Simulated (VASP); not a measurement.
Write the native input for VASP 6.6.1 that does the following.

```
Task                   : single point
Functional             : PBE
Potentials or basis    : VASP PAW PBE potentials, release 64 (Al, Sn_d, H)
Cutoff                 : 520 eV
k mesh                 : 6 × 6 × 4
Occupations            : gaussian, width 0.1 eV
Spin                   : no spin polarisation
Dipole correction      : no
Further INCAR settings : ALGO = Normal; EDIFF = 1e-06; NBANDS = 20
```

The structure of AlSnH4 lies in POSCAR:

```
AlSnH4
1.0
    3.4068943912      0.0000000000      0.0000000000
    0.0000000000      3.4068943912      0.0000000000
    0.0000000000      0.0000000000      5.7592666506
Al Sn H
1 1 4
Direct
    0.0000000000      0.0000000000      0.0000000000
    0.5000000000      0.5000000000      0.5000000000
    0.0000000000      0.0000000000      0.6932187490
    0.5000000000      0.0000000000      0.0000000000
    0.0000000000      0.5000000000      0.0000000000
    0.0000000000      0.0000000000      0.3067812510
```

These files were run (other wordings do the same):

INCAR

```
  PREC = Accurate
  ENCUT = 520
  EDIFF = 1E-6
  ISMEAR = 0
  SIGMA = 0.1
  LREAL = F
  LASPH = T
  NELM = 80
  ALGO = Normal
  ISIF = 2
  LWAVE = F
  LCHARG = F
  GGA = PE
  NBANDS = 20
```

KPOINTS

```
regular mesh
0
Gamma
  6 6 4
```

Potentials or basis: VASP PAW PBE potentials, release 64 (Al, Sn_d, H).

Run with:

```console
$ cat potpaw_PBE.64/Al/POTCAR potpaw_PBE.64/Sn_d/POTCAR potpaw_PBE.64/H/POTCAR > POTCAR
$ mpirun -np 1 vasp_std > vasp.out
```

It gave:

- Pressure: -0.2 GPa
- Largest force: 0.009 eV/Å
- Band gap on the k mesh: zero (an odd number of electrons rules out a gap without spin polarisation)

Caveat: spin-orbit coupling is left out, which moves the levels of the heavy elements.

Wall time 76 s on 1 thread of Intel Xeon 8259CL (shared host), peak memory 0.2 GiB.
